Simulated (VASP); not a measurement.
# Ir (P6/mmm) in VASP: single point with LDA

Aim: the single point of Ir with LDA.

Program: VASP 6.6.1. These are calculated values, not measurements. Logs are shortened: lines on timing, memory, paths and dates and some standing lists are left out, and cuts for length are marked.

## 1. The cell of the first run

Symmetry: P6/mmm, No. 191, hexagonal system. The conventional cell has a = 3.835 Å, b = 3.835 Å, c = 2.320 Å, α = 90.00°, β = 90.00°, γ = 120.00°. Within 3.1 Å of Ir (site symmetry 6/mmm) lie 14 Ir at 2.32 to 2.50 Å. Ir (site symmetry -6m2) has 11 Ir at 2.21 to 2.50 Å within 2.9 Å.

This isn't the form of Ir at room conditions, which is fcc.

## 2. Single point, LDA

INCAR

```
PREC = Accurate
ENCUT = 500
EDIFF = 1E-6
ISMEAR = -1
SIGMA = 0.08
LREAL = False
LASPH = True
NELM = 120
ALGO = Normal
ISIF = 2
LWAVE = False
LCHARG = True
LELF = True
LVHAR = True
NBANDS = 32
GGA_COMPAT = False
```

KPOINTS

```
regular mesh
0
Gamma
  10 10 13
```

POSCAR

```
Ir
1.0
    3.8349342154      0.0000000000      0.0000000000
   -1.9174671077      3.3211504524      0.0000000000
    0.0000000000      0.0000000000      2.3198351979
Ir
3
Direct
    0.0000000000      0.0000000000      0.0000000000
    0.3333333333      0.6666666667      0.5000000000
    0.6666666667      0.3333333333      0.5000000000
```

Potentials or basis: VASP PAW LDA potentials, release 64 (Ir_sv_GW).

Started as:

```console
> cat potpaw_LDA.64/Ir_sv_GW/POTCAR > POTCAR
> mpirun -np 1 vasp_std > vasp.out
```

OUTCAR:

```text
PREC = Accurate
   ENCUT = 500
   EDIFF = 1E-6
   ISMEAR = -1
   LREAL = False
   LASPH = True
   NELM = 120
   ISIF = 2

 ion  position               nearest neighbor table
   1  0.000  0.000  0.000-   2 2.50   3 2.50   2 2.50   3 2.50   3 2.50   3 2.50   2 2.50   2 2.50
                             3 2.50   3 2.50   2 2.50   2 2.50
   2  0.333  0.667  0.500-   3 2.21   3 2.21   3 2.21   1 2.50   1 2.50   1 2.50   1 2.50   1 2.50
                             1 2.50   3 3.21   3 3.21   3 3.21   3 3.21   3 3.21   3 3.21
   3  0.667  0.333  0.500-   2 2.21   2 2.21   2 2.21   1 2.50   1 2.50   1 2.50   1 2.50   1 2.50
                             1 2.50   2 3.21   2 3.21   2 3.21   2 3.21   2 3.21   2 3.21

  LATTYP: Found a hexagonal cell.
 ALAT       =     3.8349342154
 C/A-ratio  =     0.6049217712

  Lattice vectors:

 A1 = (   3.8349342154,   0.0000000000,   0.0000000000)
 A2 = (  -1.9174671077,   3.3211504524,   0.0000000000)
 A3 = (   0.0000000000,   0.0000000000,   2.3198351979)

Analysis of symmetry for initial positions (statically):
=====================================================================
 Subroutine PRICEL returns:
 Original cell was already a primitive cell.

 Routine SETGRP: Setting up the symmetry group for a
 hexagonal supercell.

 Subroutine GETGRP returns: Found 24 space group operations
 (whereof 24 operations were pure point group operations)
 out of a pool of 24 trial point group operations.

The static configuration has the point symmetry D_6h.

Analysis of symmetry for dynamics (positions and initial velocities):
=====================================================================
 Subroutine PRICEL returns:
 Original cell was already a primitive cell.

 Routine SETGRP: Setting up the symmetry group for a
 hexagonal supercell.

 Subroutine GETGRP returns: Found 24 space group operations
 (whereof 24 operations were pure point group operations)
 out of a pool of 24 trial point group operations.

The dynamic configuration has the point symmetry D_6h.

 Subroutine INISYM returns: Found 24 space group operations
 (whereof 24 operations are pure point group operations),
 and found     1 'primitive' translations

----------------------------------------------------------------------------------------

                                     Primitive cell

  volume of cell :      29.5463

  direct lattice vectors                    reciprocal lattice vectors
     3.834934215  0.000000000  0.000000000     0.260760666  0.150550241  0.000000000
    -1.917467108  3.321150452  0.000000000     0.000000000  0.301100481  0.000000000
     0.000000000  0.000000000  2.319835198     0.000000000  0.000000000  0.431065104

  length of vectors
     3.834934215  3.834934215  2.319835198     0.301100481  0.301100481  0.431065104

  position of ions in fractional coordinates (direct lattice)
     0.000000000  0.000000000  0.000000000
     0.333333333  0.666666667  0.500000000
     0.666666667  0.333333333  0.500000000

  ion indices of the primitive-cell ions
   primitive index   ion index
                 1           1
                 2           2
                 3           3

----------------------------------------------------------------------------------------

 KPOINTS: regular mesh

Automatic generation of k-mesh.
 Grid dimensions read from file:
 generate k-points for:   10   10   13

 Generating k-lattice:

  Cartesian coordinates                     Fractional coordinates (reciprocal lattice)
     0.026076067  0.015055024  0.000000000     0.100000000 -0.000000000  0.000000000
     0.000000000  0.030110048  0.000000000     0.000000000  0.100000000  0.000000000
     0.000000000  0.000000000  0.033158854     0.000000000  0.000000000  0.076923077

  Length of vectors
     0.030110048  0.030110048  0.033158854

  Shift w.r.t. Gamma in fractional coordinates (k-lattice)
     0.000000000  0.000000000  0.000000000

 Subroutine IBZKPT returns following result:
 ===========================================

 Found     98 irreducible k-points:

 Following reciprocal coordinates:
            Coordinates               Weight
  0.000000  0.000000  0.000000      1.000000
  0.100000 -0.000000  0.000000      6.000000
  0.200000 -0.000000  0.000000      6.000000
  0.300000  0.000000  0.000000      6.000000
  0.400000  0.000000  0.000000      6.000000
  0.500000  0.000000  0.000000      3.000000
[... 16 lines left out ...]
  0.300000  0.100000  0.076923     24.000000
  0.400000  0.100000  0.076923     24.000000
 [... further k-points ...]
   k-points           NKPTS =     98   k-points in BZ     NKDIM =     98   number of bands    NBANDS=     32
   number of dos      NEDOS =    301   number of ions     NIONS =      3
   total plane-waves  NPLWV =  14112
   dimension x,y,z NGX =    28 NGY =   28 NGZ =   18
   dimension x,y,z NGXF=    56 NGYF=   56 NGZF=   36
   ions per type =               3
   NGX,Y,Z   is equivalent  to a cutoff of  12.14, 12.14, 12.90 a.u.
   NGXF,Y,Z  is equivalent  to a cutoff of  24.28, 24.28, 25.80 a.u.
 SYSTEM =  unknown system
   PREC   = accura    normal or accurate (medium, high low for compatibility)
   ISTART =      0    job   : 0-new  1-cont  2-samecut
   ICHARG =      2    charge: 1-file 2-atom 10-const
   ISPIN  =      1    spin polarized calculation?
   LNONCOLLINEAR =      F non collinear calculations
   LSORBIT =      F    spin-orbit coupling
   LASPH  =      T    aspherical Exc in radial PAW
   ENCUT  =  500.0 eV  36.75 Ry    6.06 a.u.   6.99  6.99  4.23*2*pi/ulx,y,z
   NELM   =    120;   NELMIN=  2; NELMDL= -5     # of ELM steps
   EDIFF  = 0.1E-05   stopping-criterion for ELM
   LREAL  =      F    real-space projection
   EDIFFG = 0.1E-04   stopping-criterion for IOM
   NSW    =      0    number of steps for IOM
   IBRION =     -1    ionic relax: 0-MD 1-quasi-New 2-CG
   NFREE  =      0    steps in history (QN), initial steepest desc. (CG)
   ISIF   =      2    stress and relaxation
   ISYM   =      2    0-nonsym 1-usesym 2-fastsym
   POTIM  = 0.5000    time-step for ionic-motion
   TEBEG  =    0.0;   TEEND  =   0.0 temperature during run
   PSTRESS=    0.0 pullay stress
   NELECT =      51.0000    total number of electrons
   NUPDOWN=      -1.0000    fix difference up-down
   EMIN   =  10.00;   EMAX   =-10.00  energy-range for DOS
   EFERMI =   0.00;   METHOD = LEGACY
   ISMEAR =    -1;   SIGMA  =   0.08  broadening in eV -4-tet -1-fermi 0-gaus
   EFERMI_NEDOS =   21; number of points for ismear=-14 and -15
   IALGO  =     38    algorithm
   IMIX   =      4    mixing-type and parameters
     AMIX     =   0.40;   BMIX     =  1.00
     AMIX_MAG =   1.60;   BMIX_MAG =  1.00
  volume/ion in A,a.u.               =       9.85        66.46
  Fermi-wavevector in a.u.,A,eV,Ry     =   1.963799  3.711042 52.470954  3.856506
  Thomas-Fermi vector in A             =   2.988150
   LORBIT       =      0    0 simple, 1 ext, 2 COOP (PROOUT), +10 PAW based schemes
   GGA     = CA    functional components
   LHFCALC =     F    Hartree Fock is set to
   AEXX    =    0.0000 exact exchange contribution
   IVDW    =     0    specifies the selected vdW correction
   LEPSILON=     F    determine dielectric tensor
   LRPA    =     F    only Hartree local field effects (RPA)
 non-spin polarized calculation
  energy-cutoff  :      500.00
  volume of cell :       29.55
 maximum number of plane-waves:       760
 NGX is ok and might be reduce to    28
   NGX = 13   NGY = 13   NGZ =  9

 number of electron      51.0000000 magnetization

 Free energy of the ion-electron system (eV)
  ---------------------------------------------------
  ext. energy  EPLUGINS =         0.00000000
  ---------------------------------------------------
  free energy    TOTEN  =       -21.56991878 eV

  energy without entropy =      -21.51211888  energy(sigma->0) =      -21.54101883

 E-fermi :  21.0189     XC(G=0): -17.1898

 val. band max:       21.0178465335   @ k =   0.2000   0.1000   0.2308
 cond. band min:      21.0298341166   @ k =   0.4000   0.0000   0.2308
 fundamental gap:      0.0119875831
 Fermi energy:        21.0189129478

 k-point     1 :       0.0000    0.0000    0.0000
  band No.  band energies     occupation
      1     -72.9490      2.00000
      2     -72.5627      2.00000
      3     -72.4176      2.00000
      4     -31.2155      2.00000
      5     -31.2155      2.00000
      6     -30.4563      2.00000
[... 24 lines left out ...]
     31      32.6362      0.00000
     32      32.6363      0.00000

 k-point     2 :       0.1000   -0.0000    0.0000
  band No.  band energies     occupation
      1     -72.9362      2.00000
      2     -72.5662      2.00000
      3     -72.4279      2.00000
      4     -31.2993      2.00000
      5     -31.2484      2.00000
      6     -30.3516      2.00000
[... 24 lines left out ...]
     31      30.9720      0.00000
     32      31.4442      0.00000

 k-point     3 :       0.2000   -0.0000    0.0000
  band No.  band energies     occupation
      1     -72.8991      2.00000
      2     -72.5764      2.00000
      3     -72.4567      2.00000
      4     -31.4617      2.00000
      5     -31.2613      2.00000
      6     -30.1288      2.00000
[... 24 lines left out ...]
     31      31.2894      0.00000
     32      32.2078      0.00000

 k-point     4 :       0.3000    0.0000    0.0000
  band No.  band energies     occupation
      1     -72.8427      2.00000
      2     -72.5951      2.00000
      3     -72.4971      2.00000
      4     -31.6102      2.00000
      5     -31.1687      2.00000
      6     -29.8885      2.00000
[... 24 lines left out ...]
     31      31.9624      0.00000
     32      33.9822      0.00000

 k-point     5 :       0.4000    0.0000    0.0000
  band No.  band energies     occupation
      1     -72.7751      2.00000
      2     -72.6301      2.00000
      3     -72.5317      2.00000
      4     -31.7099      2.00000
      5     -30.9581      2.00000
      6     -30.0463      2.00000
[... 584 lines left out ...]
     31      31.3028      0.00000
     32      31.9626      0.00000

 k-point    22 :       0.2000    0.1000    0.0769
  band No.  band energies     occupation
      1     -72.8518      2.00000
      2     -72.5785      2.00000
      3     -72.4740      2.00000
      4     -31.4977      2.00000
      5     -31.2418      2.00000
      6     -29.9376      2.00000
[... 24 lines left out ...]
     31      32.2274      0.00000
     32      33.1309      0.00000

 k-point    23 :       0.3000    0.1000    0.0769
  band No.  band energies     occupation
      1     -72.7901      2.00000
      2     -72.6003      2.00000
      3     -72.5159      2.00000
      4     -31.6026      2.00000
      5     -31.0975      2.00000
      6     -29.9243      2.00000
[... 24 lines left out ...]
     31      32.9717      0.00000
     32      34.7640      0.00000

 k-point    24 :       0.4000    0.1000    0.0769
  band No.  band energies     occupation
      1     -72.7248      2.00000
      2     -72.6411      2.00000
      3     -72.5421      2.00000
      4     -31.6614      2.00000
      5     -30.8707      2.00000
      6     -30.2778      2.00000
[... 24 lines left out ...]
     31      33.5261      0.00000
     32      35.0931      0.00000

 [... further k-points ...]
[... 5 lines left out ...]
  --------------------------------------------------------------------------------------
  -------------------------------------------------------------------------------------
  Total       62.6789098     62.6789098     62.5517157      0.0000000     -0.0000000      0.0000000
  in kB     3398.8219502   3398.8219503   3391.9247311      0.0000000     -0.0000000      0.0000000
  external PRESSURE =    3396.5228772 kB  Pullay stress =       0.0000000 kB

 VOLUME and BASIS-vectors are now :
 -----------------------------------------------------------------------------
  energy-cutoff  :      500.00
  volume of cell :       29.55
      direct lattice vectors                 reciprocal lattice vectors
     3.834934215  0.000000000  0.000000000     0.260760666  0.150550241  0.000000000
    -1.917467108  3.321150452  0.000000000     0.000000000  0.301100481  0.000000000
     0.000000000  0.000000000  2.319835198     0.000000000  0.000000000  0.431065104

 POSITION                                       TOTAL-FORCE (eV/Angst)
 -----------------------------------------------------------------------------------
      0.00000      0.00000      0.00000         0.000000      0.000000      0.000000
     -0.00000      2.21410      1.15992         0.000000     -0.000000      0.000000
      1.91747      1.10705      1.15992        -0.000000      0.000000     -0.000000
 -----------------------------------------------------------------------------------
    total drift:                               -0.000000      0.000000     -0.000000

  FREE ENERGIE OF THE ION-ELECTRON SYSTEM (eV)
  ---------------------------------------------------
  free  energy   TOTEN  =       -21.5699187818 eV

  energy  without entropy=      -21.5121188789  energy(sigma->0) =      -21.54101883
```

It took 57 s on 1 thread of AMD EPYC 7R13 (Zen 3), shared host; peak memory 0.15 GiB.

What came out:

* Free energy: -21.5699 eV
* Pressure: 339.7 GPa
* Band gap on the k mesh: zero (an odd number of electrons rules out a gap without spin polarisation)

Caveat: the cell stands under pressure; spin-orbit coupling is left out, which moves the levels of the heavy elements.
